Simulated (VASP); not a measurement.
Set up this calculation in VASP 6.6.1, as the native input.

| Item | Value |
| --- | --- |
| Task | single point |
| Functional | LDA |
| Potentials or basis | VASP PAW LDA potentials, release 64 (Hf_pv) |
| Cutoff | 520 eV |
| k mesh | 15 × 15 × 8 |
| Occupations | fermi-dirac, width 0.08 eV |
| Spin | no spin polarisation |
| Dipole correction | no |
| Further INCAR settings | ALGO = Normal; EDIFF = 1e-06; NBANDS = 17 |

The structure of Hf lies in POSCAR:

```
Hf
1.0
    3.0500172558      0.0000000000      0.0000000000
   -1.5250086279      2.6413924255      0.0000000000
    0.0000000000      0.0000000000      4.8606605358
Hf
2
Direct
    0.3333333333      0.6666666667      0.2500000000
    0.6666666667      0.3333333333      0.7500000000
```

One way to write it, as run:

INCAR

```
PREC = Accurate ; ENCUT = 520
EDIFF = 1E-6 ; ISMEAR = -1
SIGMA = 0.08 ; LREAL = F
LASPH = T ; NELM = 80
ALGO = Normal ; ISIF = 2
LWAVE = F ; LCHARG = F
NBANDS = 17
```

KPOINTS

```
Automatic mesh
0
Gamma
  15 15 8
```

Potentials or basis: VASP PAW LDA potentials, release 64 (Hf_pv).

Run with:

```bash
$ cat potpaw_LDA.64/Hf_pv/POTCAR > POTCAR
$ mpirun -np 1 vasp_std > vasp.out
```

Results of the run:

| Item | Value |
| --- | --- |
| Pressure | 8.4 GPa |
| Band gap on the k mesh | zero (bands 10 and 11 overlap by 1.52 eV) |

Caveat: the cell stands under pressure; spin-orbit coupling is left out, which moves the levels of the heavy elements.

It took 51 s on 1 thread of Intel(R) Xeon(R) Platinum 8259CL CPU @ 2.50GHz (Skylake/Cascade Lake), with other jobs on the host, peak memory 0.19 GiB.
